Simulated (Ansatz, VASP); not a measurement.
**SiO2 in VASP and in Ansatz**

```
Si O
1.0
     4.06674    0.00000    0.00000
     0.00000    4.06674    0.00000
     0.00000    0.00000    2.51162
Si O
2 4
Cartesian
  2.0334 2.0334 1.2558
  0.0000 0.0000 0.0000
  2.8240 2.8240 0.0000
  0.7907 3.2761 1.2558
  1.2427 1.2427 0.0000
  3.2761 0.7907 1.2558
```

Alike in both runs: task single point; functional LDA; k mesh 6 × 6 × 10; occupations gaussian, width 0.05 eV; no spin polarisation.

|  | VASP | Ansatz |
| --- | --- | --- |
| version | VASP 6.6.1 | Ansatz 0.2.0 |
| potentials or method | VASP PAW LDA potentials, release 64 (Si, O), cutoff 520 eV | scalar-relativistic, plane waves, PAW |
| valence electrons in the cell | 32 | 32 |

|  | VASP | Ansatz | Ansatz less VASP |
| --- | --- | --- | --- |
| gap on the k mesh at the Fermi level (eV) | 7.38 | 7.43 | +0.049 |
| least direct gap on the mesh (eV) | 7.38 | 7.43 | +0.049 |
| rms of the force components (eV/Å) | 0.361 | 0.332 | -0.0290 |

Ansatz warns that its potentials were made for another functional, while VASP's fit it. LDA's correlation is that of Perdew and Zunger in VASP and of Perdew and Wang (1992) in Ansatz. Atom by atom the forces differ by 0.029 eV/Å (rms over components).
